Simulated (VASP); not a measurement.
A run of VASP 6.6.1 is set up as follows.

The input INCAR:

```
SYSTEM = CaBr
ALGO = Normal
EDIFF = 1E-6
ENCUT = 520
GGA = PE
ISIF = 2
ISMEAR = -1
LASPH = .True.
LCHARG = .True.
LELF = .True.
LREAL = .False.
LVHAR = .True.
LWAVE = .False.
NBANDS = 16
NELM = 80
PREC = Accurate
SIGMA = 0.05
```

Contents of KPOINTS:

```
k-points
0
Gamma
  9 9 7
  0 0 0
```

The input POSCAR:

```
CaBr
1.0
    3.9685680593      0.0000000000      0.0000000000
   -1.9842840296      3.4368807577      0.0000000000
    0.0000000000      0.0000000000      4.3981594194
Ca Br
1 1
Direct
    0.0000000000      0.0000000000      0.0000000000
    0.3333333333      0.6666666667      0.5000000000
```

Potentials or basis: VASP PAW PBE potentials, release 64 (Ca_sv, Br).

Command:

```bash
$ cat potpaw_PBE.64/Ca_sv/POTCAR potpaw_PBE.64/Br/POTCAR > POTCAR
$ mpirun -np 1 vasp_std > vasp.out
```

Q: Predict the pressure.

A: -0.4 GPa.

Q: Estimate the band gap on the k mesh.

A: Zero (an odd number of electrons rules out a gap without spin polarisation).

Stress tensor (GPa, compression positive):
```
-0.64  0.00  0.00
 0.00 -0.64  0.00
 0.00  0.00  0.14
```

Caveat: an odd number of electrons without spin polarisation forces a metal; a magnetic or distorted state may lie lower.
